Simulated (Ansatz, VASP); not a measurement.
SrTiO3: VASP beside Ansatz

The input POSCAR:

```
SrTiO3
1.0
    3.9258415304      0.0000000000      0.0000000000
    0.0000000000      3.9258415304      0.0000000000
    0.0000000000      0.0000000000      3.9884375010
Sr Ti O
1 1 3
Direct
    0.5000000000      0.5000000000      0.5081637248
    0.0000000000      0.0000000000      0.0102563992
    0.5000000000      0.0000000000      0.9753342346
    0.0000000000      0.5000000000      0.9753342346
    0.0000000000      0.0000000000      0.4749123568
```

INCAR.step1

```
PREC = Accurate
ENCUT = 520
ISMEAR = 0
SIGMA = 0.02
LREAL = F
LASPH = T
NELM = 60
NBANDS = 28
GGA = PE
ALGO = Normal
EDIFF = 1E-4
LWAVE = T
LCHARG = F
```

File INCAR.step2:

```
PREC = Accurate
ENCUT = 520
EDIFF = 1E-7
ISMEAR = 0
SIGMA = 0.02
LREAL = F
LASPH = T
NELM = 60
ALGO = Normal
ISIF = 2
LWAVE = F
LCHARG = F
METAGGA = R2SCAN
LMIXTAU = T
NBANDS = 28
ISTART = 1
```

The input KPOINTS:

```
Automatic mesh
0
Gamma
  8 8 8
```

Input for Ansatz:

```yaml
crystal:
  lattice:
    - [3.9258415304, 0.0, 0.0]
    - [0.0, 3.9258415304, 0.0]
    - [0.0, 0.0, 3.988437501]
  atoms:
    - { symbol: Sr, position: [0.5, 0.5, 0.5081637248] }
    - { symbol: Ti, position: [0.0, 0.0, 0.0102563992] }
    - { symbol: O, position: [0.5, 0.0, 0.9753342346] }
    - { symbol: O, position: [0.0, 0.5, 0.9753342346] }
    - { symbol: O, position: [0.0, 0.0, 0.4749123568] }
basis:
  ecutwfc: 500
kpoints:
  mp_grid: { grid: [8, 8, 8] }
  band_path:
    path:
      - [[0.0, 0.0, 0.0], [0.0, 0.5, 0.0], [0.5, 0.5, 0.0], [0.0, 0.0, 0.0], [0.0, 0.0, 0.5], [0.0, 0.5, 0.5], [0.5, 0.5, 0.5], [0.0, 0.0, 0.5]]
      - [[0.0, 0.5, 0.0], [0.0, 0.5, 0.5]]
      - [[0.5, 0.5, 0.0], [0.5, 0.5, 0.5]]
    npoints: 14
hamiltonian:
  xc: r2scan
scf:
  occupations: { method: gaussian, width: 0.02 }
  n_extra_bands: 12
output:
  forces: true
  stress: true
  eigenvalues: true
  populations: true
  dos: { projected: true, de: 0.02, nscf_kmesh: { grid: [12, 12, 12] } }
  bader: true
  write_density: true
  write_potential: true
  elf: true
  volumetric_format: npy
```

Alike in both runs: task single point; functional r2SCAN; k mesh 8 × 8 × 8; occupations gaussian, width 0.02 eV; no spin polarisation.

|  | VASP | Ansatz |
| --- | --- | --- |
| version | VASP 6.6.1 | Ansatz 0.2.0 |
| potentials or method | VASP PAW PBE potentials, release 64 (Sr_sv, Ti_sv, O), cutoff 520 eV | scalar-relativistic, plane waves, PAW |
| valence electrons in the cell | 40 | 40 |

|  | VASP | Ansatz | Ansatz less VASP |
| --- | --- | --- | --- |
| gap on the k mesh at the Fermi level (eV) | 2.27 | 2.26 | -0.012 |
| least direct gap on the mesh (eV) | 2.85 | 2.83 | -0.025 |
| pressure (GPa) | -3.2 | -4.0 | -0.87 |
| traceless stress, the component that is largest in VASP (GPa) | 0.00 | -0.07 | -0.068 |
| rms of the force components (eV/Å) | 0.033 | 0.024 | -0.0089 |

VASP's potentials were made for PBE, not for r2SCAN. Atom by atom the forces differ by 0.045 eV/Å (rms over components).
